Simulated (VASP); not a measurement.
# Al5Rh (P6/mmm) in VASP: single point with PBE

Aim: the single point of Al5Rh with PBE.

Everything below comes from runs of VASP 6.6.1. Logs are shortened: lines on timing, memory, paths and dates and some standing lists are left out, and cuts for length are marked.

## (1) The cell of the first run

It takes space group P6/mmm (No. 191, hexagonal). The conventional cell has a = 5.210 Å, b = 5.210 Å, c = 7.404 Å, α = 90.00°, β = 90.00°, γ = 120.00°. Al (site symmetry 6mm) has 1 Rh at 2.35 Å and 7 Al at 2.70 to 2.93 Å within 3.1 Å. Within 3.4 Å of Al (site symmetry mmm) lie 8 Al at 2.61 to 2.93 Å. Rh (site symmetry 6/mmm) has 2 Al at 2.35 Å within 3.1 Å.

The cell was generated, and may not be a known phase.

## (2) Single point, PBE, collinear spin, ferromagnetic start

Input file INCAR:

```
PREC     = Accurate       # precision mode
ENCUT    = 520            # plane-wave cutoff, eV
EDIFF    = 1E-6           # SCF threshold, eV
ISMEAR   = 0              # smearing method
SIGMA    = 0.1            # smearing width, eV
LREAL    = F              # projectors in reciprocal space
LASPH    = T              # aspherical terms in the spheres
NELM     = 150            # most SCF steps
ALGO     = Normal         # electronic algorithm
ISIF     = 2              # what is computed and relaxed
LWAVE    = F              # write WAVECAR
LCHARG   = F              # write CHGCAR
ISPIN    = 2              # spin polarisation
MAGMOM   = 0 0 0 0 0 0.78 # initial moments
LORBIT   = 11             # projections on sites
LMAXMIX  = 4              # l up to which the mixer works
GGA      = PE             # functional
NBANDS   = 28             # bands
```

Input file KPOINTS:

```
regular mesh
0
Gamma
  12 12 6
```

Input file POSCAR:

```
Al5Rh
1.0
    5.2102355901      0.0000000000      0.0000000000
   -2.6051177951      4.5121963807      0.0000000000
    0.0000000000      0.0000000000      7.4035529637
Al Rh
5 1
Direct
    0.0000000000      0.0000000000      0.1821263646
    0.0000000000      0.0000000000      0.8178736354
    0.5000000000      0.0000000000      0.0000000000
    0.0000000000      0.5000000000      0.0000000000
    0.5000000000      0.5000000000      0.0000000000
    0.0000000000      0.0000000000      0.5000000000
```

Potentials or basis: VASP PAW PBE potentials, release 64 (Al, Rh_pv).

On the command line:

```sh
> cat potpaw_PBE.64/Al/POTCAR potpaw_PBE.64/Rh_pv/POTCAR > POTCAR
> mpirun -np 1 vasp_std > vasp.out
```

OUTCAR:

```text
PREC = Accurate
   ENCUT = 520
   EDIFF = 1E-6
   ISMEAR = 0
   LREAL = F
   LASPH = T
   NELM = 150
   ISIF = 2
   ISPIN = 2
   LORBIT = 11
   GGA = PE

 ion  position               nearest neighbor table
   1  0.000  0.000  0.182-   6 2.35   2 2.70   5 2.93   5 2.93   3 2.93   3 2.93   4 2.93   4 2.93

   2  0.000  0.000  0.818-   6 2.35   1 2.70   5 2.93   5 2.93   3 2.93   3 2.93   4 2.93   4 2.93

   3  0.500  0.000  0.000-   4 2.61   4 2.61   5 2.61   5 2.61   1 2.93   1 2.93   2 2.93   2 2.93

   4  0.000  0.500  0.000-   3 2.61   3 2.61   5 2.61   5 2.61   1 2.93   2 2.93   1 2.93   2 2.93

   5  0.500  0.500  0.000-   4 2.61   4 2.61   3 2.61   3 2.61   1 2.93   2 2.93   1 2.93   2 2.93

   6  0.000  0.000  0.500-   1 2.35   2 2.35

  LATTYP: Found a hexagonal cell.
 ALAT       =     5.2102355901
 C/A-ratio  =     1.4209631860

  Lattice vectors:

 A1 = (   5.2102355901,   0.0000000000,   0.0000000000)
 A2 = (  -2.6051177951,   4.5121963807,   0.0000000000)
 A3 = (   0.0000000000,   0.0000000000,   7.4035529637)

Analysis of symmetry for initial positions (statically):
=====================================================================
 Subroutine PRICEL returns:
 Original cell was already a primitive cell.

 Routine SETGRP: Setting up the symmetry group for a
 hexagonal supercell.

 Subroutine GETGRP returns: Found 24 space group operations
 (whereof 24 operations were pure point group operations)
 out of a pool of 24 trial point group operations.

The static configuration has the point symmetry D_6h.

Analysis of symmetry for dynamics (positions and initial velocities):
=====================================================================
 Subroutine PRICEL returns:
 Original cell was already a primitive cell.

 Routine SETGRP: Setting up the symmetry group for a
 hexagonal supercell.

 Subroutine GETGRP returns: Found 24 space group operations
 (whereof 24 operations were pure point group operations)
 out of a pool of 24 trial point group operations.

The dynamic configuration has the point symmetry D_6h.

Analysis of structural, dynamic, and magnetic symmetry:
=====================================================================
 Subroutine PRICEL returns:
 Original cell was already a primitive cell.

 Routine SETGRP: Setting up the symmetry group for a
 hexagonal supercell.

 Subroutine GETGRP returns: Found 24 space group operations
 (whereof 24 operations were pure point group operations)
 out of a pool of 24 trial point group operations.

The overall configuration has the point symmetry D_6h.

 Subroutine INISYM returns: Found 24 space group operations
 (whereof 24 operations are pure point group operations),
 and found     1 'primitive' translations

----------------------------------------------------------------------------------------

                                     Primitive cell

  volume of cell :     174.0546

  direct lattice vectors                    reciprocal lattice vectors
     5.210235590  0.000000000  0.000000000     0.191929901  0.110810780  0.000000000
    -2.605117795  4.512196381  0.000000000     0.000000000  0.221621560  0.000000000
     0.000000000  0.000000000  7.403552964     0.000000000  0.000000000  0.135070284

  length of vectors
     5.210235590  5.210235590  7.403552964     0.221621560  0.221621560  0.135070284

  position of ions in fractional coordinates (direct lattice)
     0.000000000  0.000000000  0.182126365
     0.000000000  0.000000000  0.817873635
     0.500000000  0.000000000  0.000000000
     0.000000000  0.500000000  0.000000000
     0.500000000  0.500000000  0.000000000
     0.000000000  0.000000000  0.500000000

  ion indices of the primitive-cell ions
   primitive index   ion index
                 1           1
                 2           2
                 3           3
                 4           4
                 5           5
                 6           6

----------------------------------------------------------------------------------------

 KPOINTS: regular mesh

Automatic generation of k-mesh.
 Grid dimensions read from file:
 generate k-points for:   12   12    6

 Generating k-lattice:

  Cartesian coordinates                     Fractional coordinates (reciprocal lattice)
     0.015994158  0.009234232  0.000000000     0.083333333  0.000000000  0.000000000
     0.000000000  0.018468463  0.000000000     0.000000000  0.083333333  0.000000000
     0.000000000  0.000000000  0.022511714     0.000000000  0.000000000  0.166666667

  Length of vectors
     0.018468463  0.018468463  0.022511714

  Shift w.r.t. Gamma in fractional coordinates (k-lattice)
     0.000000000  0.000000000  0.000000000

 Subroutine IBZKPT returns following result:
 ===========================================

 Found     76 irreducible k-points:

 Following reciprocal coordinates:
            Coordinates               Weight
  0.000000  0.000000  0.000000      1.000000
  0.083333  0.000000  0.000000      6.000000
  0.166667 -0.000000  0.000000      6.000000
  0.250000  0.000000  0.000000      6.000000
  0.333333  0.000000  0.000000      6.000000
  0.416667 -0.000000  0.000000      6.000000
[... 16 lines left out ...]
  0.250000  0.000000  0.166667     12.000000
  0.333333  0.000000  0.166667     12.000000
 [... further k-points ...]
   k-points           NKPTS =     76   k-points in BZ     NKDIM =     76   number of bands    NBANDS=     28
   number of dos      NEDOS =    301   number of ions     NIONS =      6
   total plane-waves  NPLWV =  89600
   dimension x,y,z NGX =    40 NGY =   40 NGZ =   56
   dimension x,y,z NGXF=    80 NGYF=   80 NGZF=  112
   ions per type =               5   1
   NGX,Y,Z   is equivalent  to a cutoff of  12.76, 12.76, 12.57 a.u.
   NGXF,Y,Z  is equivalent  to a cutoff of  25.53, 25.53, 25.15 a.u.
 SYSTEM =  unknown system
   PREC   = accura    normal or accurate (medium, high low for compatibility)
   ISTART =      0    job   : 0-new  1-cont  2-samecut
   ICHARG =      2    charge: 1-file 2-atom 10-const
   ISPIN  =      2    spin polarized calculation?
   LNONCOLLINEAR =      F non collinear calculations
   LSORBIT =      F    spin-orbit coupling
   LASPH  =      T    aspherical Exc in radial PAW
   ENCUT  =  520.0 eV  38.22 Ry    6.18 a.u.   9.69  9.69 13.77*2*pi/ulx,y,z
   NELM   =    150;   NELMIN=  2; NELMDL= -5     # of ELM steps
   EDIFF  = 0.1E-05   stopping-criterion for ELM
   LREAL  =      F    real-space projection
   EDIFFG = 0.1E-04   stopping-criterion for IOM
   NSW    =      0    number of steps for IOM
   IBRION =     -1    ionic relax: 0-MD 1-quasi-New 2-CG
   NFREE  =      0    steps in history (QN), initial steepest desc. (CG)
   ISIF   =      2    stress and relaxation
   ISYM   =      2    0-nonsym 1-usesym 2-fastsym
   POTIM  = 0.5000    time-step for ionic-motion
   TEBEG  =    0.0;   TEEND  =   0.0 temperature during run
   PSTRESS=    0.0 pullay stress
   NELECT =      30.0000    total number of electrons
   NUPDOWN=      -1.0000    fix difference up-down
   EMIN   =  10.00;   EMAX   =-10.00  energy-range for DOS
   EFERMI =   0.00;   METHOD = LEGACY
   ISMEAR =     0;   SIGMA  =   0.10  broadening in eV -4-tet -1-fermi 0-gaus
   EFERMI_NEDOS =   21; number of points for ismear=-14 and -15
   IALGO  =     38    algorithm
   IMIX   =      4    mixing-type and parameters
     AMIX     =   0.40;   BMIX     =  1.00
     AMIX_MAG =   1.60;   BMIX_MAG =  1.00
  volume/ion in A,a.u.               =      29.01       195.76
  Fermi-wavevector in a.u.,A,eV,Ry     =   0.911073  1.721679 11.293582  0.830055
  Thomas-Fermi vector in A             =   2.035310
   LORBIT       =     11    0 simple, 1 ext, 2 COOP (PROOUT), +10 PAW based schemes
   GGA     = PE    functional components
   LHFCALC =     F    Hartree Fock is set to
   AEXX    =    0.0000 exact exchange contribution
   IVDW    =     0    specifies the selected vdW correction
   LEPSILON=     F    determine dielectric tensor
   LRPA    =     F    only Hartree local field effects (RPA)
 spin polarized calculation
 Gauss-broadening in eV      SIGMA  =   0.10
  energy-cutoff  :      520.00
  volume of cell :      174.05
 maximum number of plane-waves:      4755
 NGX is ok and might be reduce to    40
   NGX = 19   NGY = 19   NGZ = 27

 number of electron      29.9999990 magnetization       1.2442253

 Free energy of the ion-electron system (eV)
  ---------------------------------------------------
  ext. energy  EPLUGINS =         0.00000000
  ---------------------------------------------------
  free energy    TOTEN  =       -20.78279154 eV

  energy without entropy =      -20.73695158  energy(sigma->0) =      -20.75987156

 E-fermi :   2.5272     XC(G=0):  -7.8011

 val. band max:        2.5266873667   @ k =   0.3333   0.0000   0.5000
 cond. band min:       2.5286370882   @ k =   0.4167   0.0833   0.3333
 fundamental gap:      0.0019497215
 Fermi energy:         2.5272308969

 spin component 1

 k-point     1 :       0.0000    0.0000    0.0000
  band No.  band energies     occupation
      1     -42.9366      1.00000
      2     -42.6431      1.00000
      3     -42.6431      1.00000
      4      -6.8985      1.00000
      5      -1.7529      1.00000
      6      -1.3388      1.00000
[... 19 lines left out ...]
     26       7.9897      0.00000
     27       8.1426      0.00000

 k-point     2 :       0.0833    0.0000    0.0000
  band No.  band energies     occupation
      1     -42.9366      1.00000
      2     -42.6431      1.00000
      3     -42.6431      1.00000
      4      -6.8492      1.00000
      5      -1.7124      1.00000
      6      -1.5354      1.00000
[... 652 lines left out ...]
 k-point    24 :       0.3333    0.0000    0.1667
  band No.  band energies     occupation
      1     -42.9366      1.00000
      2     -42.6431      1.00000
      3     -42.6431      1.00000
      4      -6.1093      1.00000
      5      -3.7425      1.00000
      6      -1.7966      1.00000
[... 19 lines left out ...]
     26       8.4647      0.00000
     27       9.0742      0.00000

 [... further k-points ...]

 spin component 2

 k-point     1 :       0.0000    0.0000    0.0000
  band No.  band energies     occupation
      1     -42.4029      1.00000
      2     -41.9667      1.00000
      3     -41.9667      1.00000
      4      -6.8762      1.00000
      5      -1.7226      1.00000
      6      -1.1681      1.00000
[... 19 lines left out ...]
     26       8.1594      0.00000
     27       8.1825      0.00000

 k-point     2 :       0.0833    0.0000    0.0000
  band No.  band energies     occupation
      1     -42.4029      1.00000
      2     -41.9667      1.00000
      3     -41.9667      1.00000
      4      -6.8269      1.00000
      5      -1.6817      1.00000
      6      -1.4231      1.00000
[... 652 lines left out ...]
 k-point    24 :       0.3333    0.0000    0.1667
  band No.  band energies     occupation
      1     -42.4029      1.00000
      2     -41.9667      1.00000
      3     -41.9667      1.00000
      4      -6.0864      1.00000
      5      -3.7192      1.00000
      6      -1.7187      1.00000
[... 19 lines left out ...]
     26       8.4969      0.00000
     27       9.1441      0.00000

 [... further k-points ...]

 [bands above 27 left out]

------------------------ aborting loop because EDIFF is reached ----------------------------------------

  FORCE on cell =-STRESS in cart. coord.  units (eV):
  Direction    XX          YY          ZZ          XY          YZ          ZX
  --------------------------------------------------------------------------------------
  -------------------------------------------------------------------------------------
  Total       -0.0439437     -0.0439437      0.0702033      0.0000000     -0.0000000     -0.0000000
  in kB       -0.4045031     -0.4045031      0.6462229      0.0000000     -0.0000000     -0.0000000
  external PRESSURE =      -0.0542611 kB  Pullay stress =       0.0000000 kB

 VOLUME and BASIS-vectors are now :
 -----------------------------------------------------------------------------
  energy-cutoff  :      520.00
  volume of cell :      174.05
      direct lattice vectors                 reciprocal lattice vectors
     5.210235590  0.000000000  0.000000000     0.191929901  0.110810780  0.000000000
    -2.605117795  4.512196381  0.000000000     0.000000000  0.221621560  0.000000000
     0.000000000  0.000000000  7.403552964     0.000000000  0.000000000  0.135070284

 POSITION                                       TOTAL-FORCE (eV/Angst)
 -----------------------------------------------------------------------------------
      0.00000      0.00000      1.34838        -0.000000      0.000000     -0.018331
      0.00000      0.00000      6.05517         0.000000     -0.000000      0.018331
      2.60512      0.00000      0.00000        -0.000000     -0.000000      0.000000
     -1.30256      2.25610      0.00000        -0.000000     -0.000000      0.000000
      1.30256      2.25610      0.00000        -0.000000     -0.000000      0.000000
      0.00000      0.00000      3.70178        -0.000000     -0.000000      0.000000
 -----------------------------------------------------------------------------------
    total drift:                               -0.000000     -0.000000      0.000000

  FREE ENERGIE OF THE ION-ELECTRON SYSTEM (eV)
  ---------------------------------------------------
  free  energy   TOTEN  =       -20.7827915359 eV

  energy  without entropy=      -20.7369515809  energy(sigma->0) =      -20.75987156

 total charge

# of ion       s       p       d       tot
------------------------------------------
    1        0.479   0.308   0.000   0.787
    2        0.479   0.308   0.000   0.787
    3        0.453   0.341   0.000   0.794
    4        0.453   0.341   0.000   0.794
    5        0.453   0.341   0.000   0.794
    6        0.305   6.061   7.384  13.749
--------------------------------------------------
tot          2.622   7.700   7.384  17.705

 magnetization (x)

# of ion       s       p       d       tot
------------------------------------------
    1        0.002   0.005   0.000   0.007
    2        0.002   0.005   0.000   0.007
    3        0.001   0.002   0.000   0.003
    4        0.001   0.002   0.000   0.003
    5        0.001   0.002   0.000   0.003
    6        0.082   0.009   0.827   0.918
--------------------------------------------------
tot          0.089   0.026   0.827   0.942
```

Wall time 16 min (1 thread of Oxide Virtual Turin-like, shared host); peak memory 0.68 GiB.

Results:

* Free energy: -20.7828 eV
* Pressure: 0.0 GPa
* Largest force: 0.018 eV/Å
* Net moment: 1.24 μB per cell
* Site moments: Al +0.01, +0.00 (each value once); Rh +0.92 μB
* Valence electrons inside the program's atomic spheres: Al 0.79; Rh 13.75

Forces in eV/Å, atoms in the order of the input:
```
Al   0.000  0.000 -0.018
Al   0.000  0.000  0.018
Al   0.000  0.000  0.000
Al   0.000  0.000  0.000
Al   0.000  0.000  0.000
Rh   0.000  0.000  0.000
```
